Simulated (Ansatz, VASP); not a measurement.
## Two plane-wave programs on Ge2Sb2Te5

File INCAR:

```
ALGO     = Normal         # electronic algorithm
EDIFF    = 1E-6           # SCF threshold, eV
ENCUT    = 520            # plane-wave cutoff, eV
GGA      = PE             # functional
ISIF     = 2              # what is computed and relaxed
ISMEAR   = 0              # smearing method
LASPH    = T              # aspherical terms in the spheres
LCHARG   = F              # write CHGCAR
LREAL    = F              # projectors in reciprocal space
LWAVE    = F              # write WAVECAR
NBANDS   = 44             # bands
NELM     = 80             # most SCF steps
PREC     = Accurate       # precision mode
SIGMA    = 0.03           # smearing width, eV
```

The input KPOINTS:

```
k-points
0
Gamma
  12 12 2
```

The input POSCAR:

```
Ge2Sb2Te5
1.0
    4.2506262687      0.0000000000      0.0000000000
   -2.1253131343      3.6811503307      0.0000000000
    0.0000000000      0.0000000000     19.1737249728
Ge Sb Te
2 2 5
Direct
    0.0000000000      0.0000000000      0.3313200918
    0.0000000000      0.0000000000      0.6686799082
    0.3333333333      0.6666666667      0.1120971408
    0.6666666667      0.3333333333      0.8879028592
    0.0000000000      0.0000000000      0.0000000000
    0.3333333333      0.6666666667      0.7914345914
    0.6666666667      0.3333333333      0.2085654086
    0.3333333333      0.6666666667      0.4096023866
    0.6666666667      0.3333333333      0.5903976134
```

Input for Ansatz:

```yaml
crystal:
  lattice:
    - [4.2506262687, 0.0, 0.0]
    - [-2.1253131343, 3.6811503307, 0.0]
    - [0.0, 0.0, 19.1737249728]
  atoms:
    - { symbol: Ge, position: [0.0, 0.0, 0.3313200918] }
    - { symbol: Ge, position: [0.0, 0.0, 0.6686799082] }
    - { symbol: Sb, position: [0.3333333333, 0.6666666667, 0.1120971408] }
    - { symbol: Sb, position: [0.6666666667, 0.3333333333, 0.8879028592] }
    - { symbol: Te, position: [0.0, 0.0, 0.0] }
    - { symbol: Te, position: [0.3333333333, 0.6666666667, 0.7914345914] }
    - { symbol: Te, position: [0.6666666667, 0.3333333333, 0.2085654086] }
    - { symbol: Te, position: [0.3333333333, 0.6666666667, 0.4096023866] }
    - { symbol: Te, position: [0.6666666667, 0.3333333333, 0.5903976134] }
basis:
  ecutwfc: 420
kpoints:
  mp_grid: { grid: [12, 12, 2] }
hamiltonian:
  xc: pbe
scf:
  occupations: { method: gaussian, width: 0.03 }
output:
  forces: true
  stress: true
  eigenvalues: true
```

Alike in both runs: task single point; functional PBE; k mesh 12 × 12 × 2; occupations gaussian, width 0.03 eV; no spin polarisation.

```csv
,VASP,Ansatz
version,VASP 6.6.1,Ansatz 0.2.0
potentials or method,"VASP PAW PBE potentials, release 64 (Ge_d, Sb, Te), cutoff 520 eV","scalar-relativistic, plane waves, PAW"
valence electrons in the cell,68,138
```

Ansatz gave:

- gap on the k mesh at the Fermi level (eV): none
- pressure (GPa): -2.0
- traceless stress, the component that is largest in VASP (GPa): -1.24
- rms of the force components (eV/Å): 0.205

Task: Which values does VASP return?

Result: gap on the k mesh at the Fermi level (eV): none; pressure (GPa): -2.1; traceless stress, the component that is largest in VASP (GPa): -1.23; rms of the force components (eV/Å): 0.198.

Atom by atom the forces differ by 0.008 eV/Å (rms over components). A gap of «none» marks a metal or a gap that the smearing closes. With one functional, cell and mesh, what is left measures potentials, basis and numerics. VASP's potentials hold 68 valence electrons a cell and Ansatz's 138, so a difference there can come from the potentials and not from the codes.

Spin-orbit coupling is off throughout.
